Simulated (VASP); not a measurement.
A run of VASP 6.6.1 is set up as follows.

File INCAR:

```
SYSTEM = S
PREC     = Accurate       ! precision mode
ENCUT    = 520            ! plane-wave cutoff, eV
EDIFF    = 1E-8           ! SCF threshold, eV
ISMEAR   = -1             ! smearing method
SIGMA    = 0.05           ! smearing width, eV
LREAL    = .False.        ! projectors in reciprocal space
LASPH    = .True.         ! aspherical terms in the spheres
NELM     = 60             ! most SCF steps
ALGO     = Normal         ! electronic algorithm
ISIF     = 2              ! what is computed and relaxed
LWAVE    = .False.        ! write WAVECAR
LCHARG   = .False.        ! write CHGCAR
GGA      = PE             ! functional
LEFG     = .True.       
NBANDS   = 13             ! bands
```

Contents of KPOINTS:

```
Automatic mesh
0
Gamma
  9 9 9
  0 0 0
```

File POSCAR:

```
S
1.0
    0.0000000000      2.7698291284      2.7698291284
    2.7698291284      0.0000000000      2.7698291284
    2.7698291284      2.7698291284      0.0000000000
S
2
Direct
   -0.1250000000     -0.1250000000     -0.1250000000
    0.1250000000      0.1250000000      0.1250000000
```

Potentials or basis: VASP PAW PBE potentials, release 64 (S).

Command:

```sh
$ cat potpaw_PBE.64/S/POTCAR > POTCAR
$ mpirun -np 1 vasp_std > vasp.out
```

Task: Predict the band gap on the k mesh.

Result: Zero (bands 6 and 7 overlap by 1.48 eV).

Task: What does it give for the pressure?

Result: 7.3 GPa.

Caveat: the cell stands under pressure.
